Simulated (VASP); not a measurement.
AlNi:

```xyz
2
Lattice="2.8810 0.0000 0.0000 0.0000 2.8810 0.0000 0.0000 0.0000 2.8810" Properties=species:S:1:pos:R:3 pbc="T T T"
Ni    1.4405    1.4405    1.4405
Al    0.0000    0.0000    0.0000
```

- Program: VASP 6.6.1
- Task: relaxation of cell and atoms
- Functional: RPBE
- Dispersion: D4
- Potentials or basis: VASP PAW PBE potentials, release 64 (Ni, Al)
- Cutoff: 600 eV
- k mesh: 9 × 9 × 9
- Occupations: fermi-dirac, width 0.05 eV
- Spin: collinear spin, ferromagnetic start
- Starting moments: [1.0, 0.0] μB

At the start: pressure -5.1 GPa; volume 11.96 Å³/atom.

Question: Where does the relaxation end?

Answer: Over 3 steps the energy falls by 6.1 meV/atom and the volume is 11.58 Å³/atom (-3.1 %); space group Pm-3m (No. 221, to 0.05 Å); moment 0.00 μB per cell.

The path:
```
step  energy change (eV)  largest force (eV/Å)  pressure (GPa)  volume (Å³)
   1              0.0000                0.0000           -5.08        23.91
   2             -0.0052                0.0000            4.31        22.62
   3             -0.0123                0.0000            0.01        23.16
```

Final structure:
```yaml
crystal:
  lattice:
    - [2.85062, 0.00000, 0.00000]
    - [0.00000, 2.85062, 0.00000]
    - [0.00000, 0.00000, 2.85062]
  atoms:
    - { symbol: Ni, position: [0.50000, 0.50000, 0.50000] }
    - { symbol: Al, position: [0.00000, 0.00000, 0.00000] }
```

Caveat: the PAW data sets were made with another functional, which shifts forces and pressure a little; pairwise dispersion overbinds metals, which lowers pressure and volume.
